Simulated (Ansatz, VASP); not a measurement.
## Se in VASP and in Ansatz

INCAR

```
SYSTEM = Se
ALGO     = Normal         ! electronic algorithm
EDIFF    = 1E-7           ! SCF threshold, eV
ENCUT    = 520            ! plane-wave cutoff, eV
GGA      = PE             ! functional
ISIF     = 2              ! what is computed and relaxed
ISMEAR   = 0              ! smearing method
LASPH    = .TRUE.         ! aspherical terms in the spheres
LCHARG   = .TRUE.         ! write CHGCAR
LELF     = .TRUE.         ! ELF
LREAL    = .FALSE.        ! projectors in reciprocal space
LVHAR    = .TRUE.       
LWAVE    = .FALSE.        ! write WAVECAR
NBANDS   = 16             ! bands
NELM     = 80             ! most SCF steps
PREC     = Accurate       ! precision mode
SIGMA    = 0.05           ! smearing width, eV
```

Contents of KPOINTS:

```
k-points
0
G
  9 9 6
  0 0 0
```

File POSCAR:

```
Se
1.0
    4.3662000000      0.0000000000      0.0000000000
   -2.1831000000      3.7812401180      0.0000000000
    0.0000000000      0.0000000000      4.9536000000
Se
3
Direct
    0.2254000000      0.0000000000      0.3333333333
    0.0000000000      0.2254000000      0.6666666667
    0.7761790994      0.7651479009     -0.0043519044
```

Input for Ansatz:

```yaml
crystal:
  lattice:
    - [4.3662, 0.0, 0.0]
    - [-2.1831, 3.781240118, 0.0]
    - [0.0, 0.0, 4.9536]
  atoms:
    - { symbol: Se, position: [0.2254, 0.0, 0.3333333333] }
    - { symbol: Se, position: [0.0, 0.2254, 0.6666666667] }
    - { symbol: Se, position: [0.7761790994, 0.7651479009, -0.0043519044] }
basis:
  ecutwfc: 420
  fft_grid_basis: typed
kpoints:
  mp_grid: { grid: [9, 9, 6] }
hamiltonian:
  xc: pbe
scf:
  occupations: { method: gaussian, width: 0.05 }
output:
  forces: true
  stress: true
  eigenvalues: true
  bader: true
  write_density: true
  volumetric_format: npy
```

Alike in both runs: task single point; functional PBE; k mesh 9 × 9 × 6; occupations gaussian, width 0.05 eV; no spin polarisation.

|  | VASP | Ansatz |
| --- | --- | --- |
| version | VASP 6.6.1 | Ansatz 0.2.0 |
| potentials or method | VASP PAW PBE potentials, release 64 (Se), cutoff 520 eV | scalar-relativistic, plane waves, PAW |
| valence electrons in the cell | 18 | 48 |

```tsv
	VASP	Ansatz	Ansatz less VASP
gap on the k mesh at the Fermi level (eV)	1.00	1.01	+0.012
pressure (GPa)	2.6	2.4	-0.13
traceless stress, the component that is largest in VASP (GPa)	1.16	1.12	-0.042
rms of the force components (eV/Å)	0.206	0.189	-0.0166
```

Atom by atom the forces differ by 0.018 eV/Å (rms over components). VASP's potentials hold 18 valence electrons a cell and Ansatz's 48, so a difference there can come from the potentials and not from the codes.
